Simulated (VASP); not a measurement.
Wanted: the native input for a VASP 6.6.1 run.

* Task: relaxation of cell and atoms
* Functional: PBEsol
* Potentials or basis: VASP PAW PBE potentials, release 64 (Hf_pv)
* Cutoff: 500 eV
* k mesh: 8 × 8 × 8
* Occupations: gaussian, width 0.1 eV
* Spin: no spin polarisation
* Target pressure: 50 GPa
* Dipole correction: no
* Further INCAR settings: ALGO = Normal; EDIFF = 1e-07; IBRION = 2; EDIFFG = -0.05; NSW = 100; ISIF = 3

The structure of Hf lies in POSCAR:

```
Hf
1.0
   -1.8050000000      1.8050000000      1.8050000000
    1.8050000000     -1.8050000000      1.8050000000
    1.8050000000      1.8050000000     -1.8050000000
Hf
1
Direct
    0.0000000000      0.0000000000      0.0000000000
```

This isn't the form of Hf at room conditions, which is hcp.

One way to write it, as run:

INCAR

```
PREC = Accurate ; ENCUT = 500
EDIFF = 1E-7 ; ISMEAR = 0
SIGMA = 0.1 ; LREAL = False
LASPH = True ; NELM = 120
ALGO = Normal ; ISIF = 3
LWAVE = False ; LCHARG = False
GGA = PS ; IBRION = 2
NSW = 100 ; EDIFFG = -0.05
PSTRESS = 500.0 ; GGA_COMPAT = False
NELMIN = 4
```

KPOINTS

```
Automatic mesh
0
Gamma
  8 8 8
```

Potentials or basis: VASP PAW PBE potentials, release 64 (Hf_pv).

Run with:

```bash
$ cat potpaw_PBE.64/Hf_pv/POTCAR > POTCAR
$ mpirun -np 1 vasp_std > vasp.out
```

It gave:

* Relaxed volume: 15.98 Å³/atom
* Relaxed cell: a = 2.748 Å, b = 2.748 Å, c = 2.748 Å, α = 109.47°, β = 109.47°, γ = 109.47°
* Space group after relaxing (to 0.1 Å): Im-3m (No. 229)
* Energy change on relaxing (the run minimises the enthalpy): +607.6 meV/atom
* Ionic steps: 9
* Pressure after relaxing: 50.0 GPa
* Band gap on the k mesh: zero (bands 5 and 6 overlap by 2.87 eV)

Caveat: the cell is relaxed towards a set pressure, so the run minimises the enthalpy, not the energy; the volume moved by over 15 % at a fixed basis, so the end points are rough; the PAW data sets were made with another functional, which shifts forces and pressure a little; spin-orbit coupling is left out, which moves the levels of the heavy elements.

Wall time 36 s on 1 thread of Intel(R) Xeon(R) Platinum 8259CL CPU @ 2.50GHz (Skylake/Cascade Lake), with other jobs on the host, peak memory 0.18 GiB.
